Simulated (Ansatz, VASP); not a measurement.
**One calculation of Te, two programs**

INCAR

```
SYSTEM = Te
PREC = Accurate
ENCUT = 600
EDIFF = 1E-7
ISMEAR = -1
SIGMA = 0.1
LREAL = .False.
LASPH = .True.
NELM = 80
ALGO = Normal
ISIF = 3
LWAVE = .False.
LCHARG = .False.
GGA = RE
IBRION = 2
NSW = 80
EDIFFG = -0.01
```

Contents of KPOINTS:

```
Automatic mesh
0
Gamma
  8 8 8
  0 0 0
```

File POSCAR:

```
Te
1.0
    0.0000000000      3.3891640866      3.3891640866
    3.3891640866      0.0000000000      3.3891640866
    3.3891640866      3.3891640866      0.0000000000
Te
2
Direct
    0.1250000000      0.1250000000      0.1250000000
    0.8750000000      0.8750000000      0.8750000000
```

Input for Ansatz:

```yaml
crystal:
  lattice:
    - [0.0, 3.3891640866, 3.3891640866]
    - [3.3891640866, 0.0, 3.3891640866]
    - [3.3891640866, 3.3891640866, 0.0]
  atoms:
    - { symbol: Te, position: [0.125, 0.125, 0.125] }
    - { symbol: Te, position: [0.875, 0.875, 0.875] }
hamiltonian:
  xc: revpbe
  pseudopotentials:
    kind: paw
    azcp:
      Te: "pseudopotentials/Te.paw.azcp"
basis:
  ecutwfc: 420
  fft_grid_basis: typed
kpoints:
  mp_grid: { grid: [8, 8, 8], shift: [0, 0, 0] }
magnetization:
  spin_polarized: false
scf:
  occupations: { method: fermi_dirac, width: 0.1 }
relax:
  max_steps: 60
  f_tol: 0.01
  cell: {}
```

Alike in both runs: task relaxation of cell and atoms; functional revPBE; k mesh 8 × 8 × 8; occupations fermi-dirac, width 0.1 eV; no spin polarisation.

|  | VASP | Ansatz |
| --- | --- | --- |
| version | VASP 6.6.1 | Ansatz 0.2.0 |
| potentials or method | VASP PAW PBE potentials, release 64 (Te), cutoff 600 eV | plane waves (420 eV) with PAW, scalar-relativistic |
| valence electrons in the cell | 12 | 32 |

VASP gave:

* relaxed volume (Å³/atom): 47.71
* relaxed cell length with the largest relative difference (Å): 5.129

Task: Estimate Ansatz's values.

Result: Relaxed volume (Å³/atom): 47.72; relaxed cell length with the largest relative difference (Å): 5.130.

VASP's potentials were made for PBE, not for revPBE. VASP's potentials hold 12 valence electrons a cell and Ansatz's 32, so a difference there can come from the potentials and not from the codes.

Neither program's run includes spin-orbit coupling. Noted on VASP's run: the volume moved by over 15 % at a fixed basis, so the end points are rough.
